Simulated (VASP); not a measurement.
# Mg3CdS4 (P4/mmm) in VASP: a series of runs, part 2 of 2

VASP 6.6.1. The steps go on from the part before.

## 3. Single point, PBE

File INCAR:

```
PREC     = Accurate       # precision mode
ENCUT    = 520            # plane-wave cutoff, eV
EDIFF    = 1E-7           # SCF threshold, eV
ISMEAR   = 0              # smearing method
SIGMA    = 0.1            # smearing width, eV
LREAL    = F              # projectors in reciprocal space
LASPH    = T              # aspherical terms in the spheres
NELM     = 60             # most SCF steps
ALGO     = Normal         # electronic algorithm
ISIF     = 2              # what is computed and relaxed
LWAVE    = F              # write WAVECAR
LCHARG   = F              # write CHGCAR
GGA      = PE             # functional
NBANDS   = 31             # bands
```

File KPOINTS:

```
Automatic mesh
0
Gamma
  4 4 2
```

File POSCAR:

```
Mg3CdS4
1.0
    3.7522800514      0.0000000000      0.0000000000
    0.0000000000      3.7522800514      0.0000000000
    0.0000000000      0.0000000000     10.6323815453
Mg Cd S
3 1 4
Direct
    0.0000000000      0.0000000000      0.7543919888
    0.5000000000      0.5000000000      0.0000000000
    0.0000000000      0.0000000000      0.2456080112
    0.5000000000      0.5000000000      0.5000000000
    0.0000000000      0.0000000000      0.0000000000
    0.5000000000      0.5000000000      0.2431612480
    0.0000000000      0.0000000000      0.5000000000
    0.5000000000      0.5000000000      0.7568387520
```

Potentials or basis: VASP PAW PBE potentials, release 64 (Mg, Cd, S).

Command:

```sh
$ cat potpaw_PBE.64/Mg/POTCAR potpaw_PBE.64/Cd/POTCAR potpaw_PBE.64/S/POTCAR > POTCAR
$ mpirun -np 1 vasp_std > vasp.out
```

OUTCAR:

```text
PREC = Accurate
   ENCUT = 520
   EDIFF = 1E-7
   ISMEAR = 0
   LREAL = F
   LASPH = T
   NELM = 60
   ISIF = 2
   GGA = PE

 ion  position               nearest neighbor table
   1  0.000  0.000  0.754-   5 2.61   8 2.65   8 2.65   8 2.65   8 2.65   7 2.70
   2  0.500  0.500  0.000-   6 2.59   8 2.59   5 2.65   5 2.65   5 2.65   5 2.65
   3  0.000  0.000  0.246-   5 2.61   6 2.65   6 2.65   6 2.65   6 2.65   7 2.70
   4  0.500  0.500  0.500-   7 2.65   7 2.65   7 2.65   7 2.65   8 2.73   6 2.73
   5  0.000  0.000  0.000-   1 2.61   3 2.61   2 2.65   2 2.65   2 2.65   2 2.65
   6  0.500  0.500  0.243-   2 2.59   3 2.65   3 2.65   3 2.65   3 2.65   4 2.73
   7  0.000  0.000  0.500-   4 2.65   4 2.65   4 2.65   4 2.65   1 2.70   3 2.70
   8  0.500  0.500  0.757-   2 2.59   1 2.65   1 2.65   1 2.65   1 2.65   4 2.73

  LATTYP: Found a simple tetragonal cell.
 ALAT       =     3.7522800514
 C/A-ratio  =     2.8335788906

  Lattice vectors:

 A1 = (   3.7522800514,   0.0000000000,   0.0000000000)
 A2 = (   0.0000000000,   3.7522800514,   0.0000000000)
 A3 = (   0.0000000000,   0.0000000000,  10.6323815453)

Analysis of symmetry for initial positions (statically):
=====================================================================
 Subroutine PRICEL returns:
 Original cell was already a primitive cell.

 Routine SETGRP: Setting up the symmetry group for a
 simple tetragonal supercell.

 Subroutine GETGRP returns: Found 16 space group operations
 (whereof 16 operations were pure point group operations)
 out of a pool of 16 trial point group operations.

The static configuration has the point symmetry D_4h.

Analysis of symmetry for dynamics (positions and initial velocities):
=====================================================================
 Subroutine PRICEL returns:
 Original cell was already a primitive cell.
[... 129 lines left out ...]
  Fermi-wavevector in a.u.,A,eV,Ry     =   1.071727  2.025271 15.627640  1.148599
  Thomas-Fermi vector in A             =   2.207476
   LORBIT       =      0    0 simple, 1 ext, 2 COOP (PROOUT), +10 PAW based schemes
   GGA     = PE    functional components
   LHFCALC =     F    Hartree Fock is set to
   AEXX    =    0.0000 exact exchange contribution
   IVDW    =     0    specifies the selected vdW correction
   LEPSILON=     F    determine dielectric tensor
   LRPA    =     F    only Hartree local field effects (RPA)
 non-spin polarized calculation
 Gauss-broadening in eV      SIGMA  =   0.10
  energy-cutoff  :      520.00
  volume of cell :      149.70
 maximum number of plane-waves:      4068
 NGX is ok and might be reduce to    28
   NGX = 13   NGY = 13   NGZ = 39

 number of electron      41.9999996 magnetization

 Free energy of the ion-electron system (eV)
  ---------------------------------------------------
  ext. energy  EPLUGINS =         0.00000000
  ---------------------------------------------------
  free energy    TOTEN  =       -31.15436355 eV

  energy without entropy =      -31.15436355  energy(sigma->0) =      -31.15436355

 E-fermi :   4.2099     XC(G=0):  -9.7904

 val. band max:        3.7115275309   @ k =   0.5000   0.0000   0.0000
 cond. band min:       4.7290451336   @ k =   0.5000   0.5000   0.0000
 fundamental gap:      1.0175176026
 Fermi energy:         4.2098528933

 k-point     1 :       0.0000    0.0000    0.0000
  band No.  band energies     occupation
      1      -9.2848      2.00000
      2      -8.7289      2.00000
      3      -8.5079      2.00000
      4      -7.8047      2.00000
      5      -4.2079      2.00000
      6      -4.0322      2.00000
[... 397 lines left out ...]
     30      12.5343      0.00000
     31      12.9693      0.00000

------------------------ aborting loop because EDIFF is reached ----------------------------------------

  FORCE on cell =-STRESS in cart. coord.  units (eV):
  Direction    XX          YY          ZZ          XY          YZ          ZX
  --------------------------------------------------------------------------------------
  -------------------------------------------------------------------------------------
  Total        0.2363181      0.2363181     -0.3055047      0.0000000      0.0000000      0.0000000
  in kB        2.5292199      2.5292199     -3.2696963      0.0000000      0.0000000      0.0000000
  external PRESSURE =       0.5962478 kB  Pullay stress =       0.0000000 kB

 VOLUME and BASIS-vectors are now :
 -----------------------------------------------------------------------------
  energy-cutoff  :      520.00
  volume of cell :      149.70
      direct lattice vectors                 reciprocal lattice vectors
     3.752280051  0.000000000  0.000000000     0.266504628  0.000000000  0.000000000
     0.000000000  3.752280051  0.000000000     0.000000000  0.266504628  0.000000000
     0.000000000  0.000000000 10.632381545     0.000000000  0.000000000  0.094052306

 POSITION                                       TOTAL-FORCE (eV/Angst)
 -----------------------------------------------------------------------------------
      0.00000      0.00000      8.02098         0.000000      0.000000      0.000049
      1.87614      1.87614      0.00000         0.000000      0.000000      0.000000
      0.00000      0.00000      2.61140        -0.000000      0.000000     -0.000049
      1.87614      1.87614      5.31619         0.000000      0.000000      0.000000
      0.00000      0.00000      0.00000         0.000000      0.000000      0.000000
      1.87614      1.87614      2.58538         0.000000     -0.000000     -0.022928
      0.00000      0.00000      5.31619         0.000000      0.000000      0.000000
      1.87614      1.87614      8.04700         0.000000      0.000000      0.022928
 -----------------------------------------------------------------------------------
    total drift:                                0.000000      0.000000      0.000000

  FREE ENERGIE OF THE ION-ELECTRON SYSTEM (eV)
  ---------------------------------------------------
  free  energy   TOTEN  =       -31.1543635516 eV

  energy  without entropy=      -31.1543635516  energy(sigma->0) =      -31.15436355
```

stdout:

```text
POSCAR found type information on POSCAR MgCdS
 POSCAR found :  3 types and       8 ions
 scaLAPACK will be used
 LDA part: xc-table for (Slater+PW92), standard interpolation
 POSCAR, INCAR and KPOINTS ok, starting setup
 FFT: planning ... GRIDC
 FFT: planning ... GRID_SOFT
 FFT: planning ... GRID
 WAVECAR not read
 entering main loop
```

Wall time 88 s (1 thread of AMD EPYC 7R43 (Zen 3), shared host); peak memory 0.22 GiB.

Results:

```
Free energy            : -31.1544 eV
Pressure               : 0.1 GPa
Largest force          : 0.023 eV/Å
Band gap on the k mesh : 1.02 eV, indirect (least direct gap 1.84 eV)
```

Forces on the atoms (eV/Å):
```
Mg   0.000  0.000  0.000
Mg   0.000  0.000  0.000
Mg   0.000  0.000  0.000
Cd   0.000  0.000  0.000
S    0.000  0.000  0.000
S    0.000  0.000 -0.023
S    0.000  0.000  0.000
S    0.000  0.000  0.023
```

Levels at points of the mesh, in eV from the valence-band top:
| k point | band 18 | band 19 | band 20 | band 21 | band 22 | band 23 | band 24 | band 25 |
| --- | --- | --- | --- | --- | --- | --- | --- | --- |
| (0.00, 0.00, 0.00) | -1.35 | -0.57 | -0.54 | -0.54 | 1.30 | 2.54 | 4.11 | 4.20 |
| (0.50, 0.00, 0.00) | -1.00 | -0.98 | -0.51 | 0.00 | 3.80 | 3.86 | 4.92 | 4.97 |
| (0.50, 0.50, 0.00) | -2.15 | -2.11 | -2.11 | -2.10 | 1.02 | 2.12 | 4.39 | 4.46 |
| (0.00, 0.00, 0.50) | -1.01 | -1.01 | -0.67 | -0.67 | 1.68 | 2.78 | 3.60 | 3.99 |
| (0.50, 0.00, 0.50) | -1.07 | -1.02 | -0.98 | 0.00 | 4.37 | 4.59 | 4.72 | 4.81 |
| (0.50, 0.50, 0.50) | -2.46 | -2.44 | -2.40 | -2.40 | 1.65 | 3.08 | 3.10 | 3.31 |

## 4. Single point, PBE

This run uses another cell than the first one, of 21.18 Å³/atom, 1.130 times its volume.

File INCAR:

```
PREC = Accurate
ENCUT = 520
EDIFF = 1E-7
ISMEAR = 0
SIGMA = 0.1
LREAL = F
LASPH = T
NELM = 100
ALGO = Normal
ISIF = 2
LWAVE = F
LCHARG = F
GGA = PE
NBANDS = 31
```

KPOINTS is that of step 3.

File POSCAR:

```
Mg3CdS4
1.0
    3.9127152900      0.0000000000      0.0000000000
    0.0000000000      3.9127152900      0.0000000000
    0.0000000000      0.0000000000     11.0668300600
Mg Cd S
3 1 4
Direct
    0.0000000000      0.0000000000      0.7500000000
    0.5000000000      0.5000000000      0.0000000000
    0.0000000000      0.0000000000      0.2500000000
    0.5000000000      0.5000000000      0.5000000000
    0.0000000000      0.0000000000      0.0000000000
    0.5000000000      0.5000000000      0.2500000000
    0.0000000000      0.0000000000      0.5000000000
    0.5000000000      0.5000000000      0.7500000000
```

Potentials or basis: VASP PAW PBE potentials, release 64 (Mg, Cd, S).

Command:

```sh
$ cat potpaw_PBE.64/Mg/POTCAR potpaw_PBE.64/Cd/POTCAR potpaw_PBE.64/S/POTCAR > POTCAR
$ mpirun -np 1 vasp_std > vasp.out
```

OUTCAR:

```text
PREC = Accurate
   ENCUT = 520
   EDIFF = 1E-7
   ISMEAR = 0
   LREAL = F
   LASPH = T
   NELM = 100
   ISIF = 2
   GGA = PE

 ion  position               nearest neighbor table
   1  0.000  0.000  0.750-   8 2.77   8 2.77   8 2.77   8 2.77   5 2.77   7 2.77
   2  0.500  0.500  0.000-   5 2.77   5 2.77   5 2.77   5 2.77   8 2.77   6 2.77
   3  0.000  0.000  0.250-   6 2.77   6 2.77   6 2.77   6 2.77   7 2.77   5 2.77
   4  0.500  0.500  0.500-   7 2.77   7 2.77   7 2.77   7 2.77   8 2.77   6 2.77
   5  0.000  0.000  0.000-   2 2.77   2 2.77   2 2.77   2 2.77   3 2.77   1 2.77
   6  0.500  0.500  0.250-   3 2.77   3 2.77   3 2.77   3 2.77   4 2.77   2 2.77
[... 609 lines left out ...]
  in kB      -68.6658697    -68.6658697    -71.4023151      0.0000000      0.0000000      0.0000000
  external PRESSURE =     -69.5780182 kB  Pullay stress =       0.0000000 kB

 VOLUME and BASIS-vectors are now :
 -----------------------------------------------------------------------------
  energy-cutoff  :      520.00
  volume of cell :      169.43
      direct lattice vectors                 reciprocal lattice vectors
     3.912715290  0.000000000  0.000000000     0.255576991  0.000000000  0.000000000
     0.000000000  3.912715290  0.000000000     0.000000000  0.255576991  0.000000000
     0.000000000  0.000000000 11.066830060     0.000000000  0.000000000  0.090360112

 POSITION                                       TOTAL-FORCE (eV/Angst)
 -----------------------------------------------------------------------------------
      0.00000      0.00000      8.30012        -0.000000      0.000000      0.016915
      1.95636      1.95636      0.00000        -0.000000      0.000000      0.000000
      0.00000      0.00000      2.76671        -0.000000      0.000000     -0.016915
      1.95636      1.95636      5.53342        -0.000000      0.000000      0.000000
      0.00000      0.00000      0.00000        -0.000000      0.000000      0.000000
      1.95636      1.95636      2.76671        -0.000000     -0.000000     -0.340258
      0.00000      0.00000      5.53342        -0.000000      0.000000      0.000000
      1.95636      1.95636      8.30012         0.000000     -0.000000      0.340258
 -----------------------------------------------------------------------------------
    total drift:                                0.000000      0.000000      0.000000

  FREE ENERGIE OF THE ION-ELECTRON SYSTEM (eV)
  ---------------------------------------------------
  free  energy   TOTEN  =       -30.6495103728 eV

  energy  without entropy=      -30.6495103728  energy(sigma->0) =      -30.64951037
```

It took 93 s on 1 thread of AMD EPYC 7R43 (Zen 3), shared host; peak memory 0.25 GiB.

What came out:

* Free energy: -30.6495 eV
* Pressure: -7.0 GPa
* Largest force: 0.340 eV/Å
* Band gap on the k mesh: 1.04 eV, indirect (least direct gap 1.60 eV)

Forces in eV/Å, atoms in the order of the input:
```
Mg   0.000  0.000  0.017
Mg   0.000  0.000  0.000
Mg   0.000  0.000 -0.017
Cd   0.000  0.000  0.000
S    0.000  0.000  0.000
S    0.000  0.000 -0.340
S    0.000  0.000  0.000
S    0.000  0.000  0.340
```

## 5. The runs side by side

| cell | gap on the mesh (eV) | pressure (GPa) | largest force (eV/Å) |
| --- | --- | --- | --- |
| a = 3.762, b = 3.762, c = 10.597 Å, 8 atoms | 1.06 | -0.1 | 0.02 |
| a = 3.752, b = 3.752, c = 10.632 Å, 8 atoms | 1.02 | 0.1 | 0.02 |
| a = 3.913, b = 3.913, c = 11.067 Å, 8 atoms | 1.04 | -7.0 | 0.34 |

Alike in all rows: task single point; level PBE; potentials or basis VASP PAW PBE potentials, release 64 (Mg, Cd, S); no spin polarisation; k mesh 4 × 4 × 2; cutoff (eV) 520; smearing gaussian 0.1 eV.

Absolute energies hang on the potentials; compare differences alone.
